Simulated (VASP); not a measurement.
As, 2 atoms in the cell. The structure is trigonal, space group R-3m (No. 166). Conventional cell: a = 3.762 Å, b = 3.762 Å, c = 10.542 Å, α = 90.00°, β = 90.00°, γ = 120.00°. Within 3.3 Å of As (site symmetry 3m) lie 6 As at 2.51 to 3.14 Å. 

```yaml
Program: VASP 6.6.1
Task: relaxation of cell and atoms
Functional: LDA
Potentials_or_basis: VASP PAW LDA potentials, release 64 (As)
Cutoff: 600 eV
k_mesh: 14 × 14 × 14
Occupations: gaussian, width 0.05 eV
Spin: no spin polarisation
Dipole_correction: no
Further_INCAR_settings: ALGO = Normal; EDIFF = 1e-07; IBRION = 2; EDIFFG = -0.002; NSW = 100; ISIF = 3
```

Potentials or basis: VASP PAW LDA potentials, release 64 (As).

The run is started by

```bash
$ cat potpaw_LDA.64/As/POTCAR > POTCAR
$ mpirun -np 1 vasp_std > vasp.out
```

Hardware: 1 thread of Intel(R) Xeon(R) Platinum 8488C (Sapphire Rapids), on a shared host.

How long does it take, and how much memory?

Run time: 9.3 min on 1 thread of Intel(R) Xeon(R) Platinum 8488C (Sapphire Rapids), with other jobs on the host, peak memory 0.27 GiB. Counts: scf iterations 72, k points 288, ion steps 14.
